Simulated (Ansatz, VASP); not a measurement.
One calculation of SiC3, two programs

Contents of INCAR:

```
SYSTEM = SiC3
  ALGO = Normal
  EDIFF = 1E-6
  ENCUT = 520
  GGA = PE
  ISIF = 2
  ISMEAR = 0
  LASPH = .TRUE.
  LCHARG = .FALSE.
  LREAL = .FALSE.
  LWAVE = .FALSE.
  NBANDS = 16
  NELM = 80
  PREC = Accurate
  SIGMA = 0.1
```

The input KPOINTS:

```
k-points
0
G
  6 6 2
  0 0 0
```

POSCAR

```
SiC3
1.0
    2.7493746200      0.0000000000      0.0000000000
   -1.3746873100      2.3810282600      0.0000000000
    0.0000000000      0.0000000000      8.1936479900
Si C
1 3
Direct
    0.6666666700      0.3333333300      0.5000000000
    0.3333333300      0.6666666700      0.0000000000
    0.3333333300      0.6666666700      0.5000000000
    0.6666666700      0.3333333300      0.0000000000
```

Input for Ansatz:

```yaml
crystal:
  lattice:
    - [2.74937462, 0.0, 0.0]
    - [-1.37468731, 2.38102826, 0.0]
    - [0.0, 0.0, 8.19364799]
  atoms:
    - { symbol: Si, position: [0.66666667, 0.33333333, 0.5] }
    - { symbol: C, position: [0.33333333, 0.66666667, 0.0] }
    - { symbol: C, position: [0.33333333, 0.66666667, 0.5] }
    - { symbol: C, position: [0.66666667, 0.33333333, 0.0] }
basis:
  ecutwfc: 420
kpoints:
  mp_grid: { grid: [6, 6, 2] }
hamiltonian:
  xc: pbe
scf:
  occupations: { method: gaussian, width: 0.1 }
  lower_state_search: "off"
output:
  forces: true
  stress: true
  eigenvalues: true
```

Alike in both runs: task single point; functional PBE; k mesh 6 × 6 × 2; occupations gaussian, width 0.1 eV; no spin polarisation.

|  | VASP | Ansatz |
| --- | --- | --- |
| version | VASP 6.6.1 | Ansatz 0.2.0 |
| potentials or method | VASP PAW PBE potentials, release 64 (Si, C), cutoff 520 eV | scalar-relativistic, plane waves, PAW |
| valence electrons in the cell | 16 | 16 |

```tsv
	VASP	Ansatz	Ansatz less VASP
gap on the k mesh at the Fermi level (eV)	none	none	-
pressure (GPa)	16.6	16.6	+0.05
traceless stress, the component that is largest in VASP (GPa)	-16.35	-16.34	+0.011
```

A gap of «none» marks a metal or a gap that the smearing closes.

The k mesh is coarse, so the values compare programs but aren't converged.
